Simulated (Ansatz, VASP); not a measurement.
Sn in VASP and in Ansatz

Contents of INCAR:

```
SYSTEM = Sn
PREC     = Accurate       ! precision mode
ENCUT    = 520            ! plane-wave cutoff, eV
EDIFF    = 1E-7           ! SCF threshold, eV
ISMEAR   = -1             ! smearing method
SIGMA    = 0.05           ! smearing width, eV
LREAL    = .FALSE.        ! projectors in reciprocal space
LASPH    = .TRUE.         ! aspherical terms in the spheres
NELM     = 80             ! most SCF steps
ALGO     = Normal         ! electronic algorithm
ISIF     = 2              ! what is computed and relaxed
LWAVE    = .FALSE.        ! write WAVECAR
LCHARG   = .TRUE.         ! write CHGCAR
GGA      = CA             ! functional
LELF     = .TRUE.         ! ELF
LVHAR    = .TRUE.       
NBANDS   = 13             ! bands
```

The input KPOINTS:

```
regular mesh
0
G
  6 5 6
  0 0 0
```

POSCAR

```
Sn
1.0
   -1.6664398100      1.7077874900      2.1828021800
    1.7938717800     -1.8589232500      2.3916531200
    1.6937133800      1.8854440200     -2.2975624100
Sn
1
Direct
    0.0000000000      0.0000000000      0.0000000000
```

input.yaml

```yaml
crystal:
  lattice:
    - [-1.66643981, 1.70778749, 2.18280218]
    - [1.79387178, -1.85892325, 2.39165312]
    - [1.69371338, 1.88544402, -2.29756241]
  atoms:
    - { symbol: Sn, position: [0.0, 0.0, 0.0] }
hamiltonian:
  xc: lda
  pseudopotentials: { kind: paw }
kpoints:
  mp_grid: { grid: [6, 5, 6] }
  band_path:
    path:
      - [[0.0, -0.5, 0.5], [0.0, 0.0, 0.0], [0.0, 0.5, 0.0]]
      - [[0.0, 0.0, 0.5], [0.0, 0.0, 0.0], [-0.5, 0.0, 0.0]]
      - [[-0.5, -0.5, 0.5], [0.0, 0.0, 0.0], [-0.5, 0.5, 0.0]]
      - [[-0.5, 0.0, 0.5], [0.0, 0.0, 0.0]]
    npoints: 14
scf:
  occupations: { method: fermi_dirac, width: 0.05 }
  n_extra_bands: 6
output:
  forces: true
  stress: true
  eigenvalues: true
  fatbands: true
  write_density: true
  write_potential: true
  elf: true
  volumetric_format: npy
```

Alike in both runs: functional LDA; k mesh 6 × 5 × 6; occupations fermi-dirac, width 0.05 eV; no spin polarisation.

|  | VASP | Ansatz |
| --- | --- | --- |
| version | VASP 6.6.1 | Ansatz 0.2.0 |
| potentials or method | VASP PAW LDA potentials, release 64 (Sn_d) | Ansatz PAW |
| plane-wave cutoff (eV) | 520 | 420 |
| valence electrons in the cell | 14 | 14 |
| task | single point | band structure |

```csv
,VASP,Ansatz,Ansatz less VASP
gap on the k mesh at the Fermi level (eV),none,none,-
pressure (GPa),-4.9,-4.9,+0.04
"traceless stress, the component that is largest in VASP (GPa)",-1.66,-1.63,+0.035
```

LDA's correlation is that of Perdew and Zunger in VASP and of Perdew and Wang (1992) in Ansatz. A gap of «none» marks a metal or a gap that the smearing closes.

The k mesh is coarse, so the values compare programs but aren't converged.
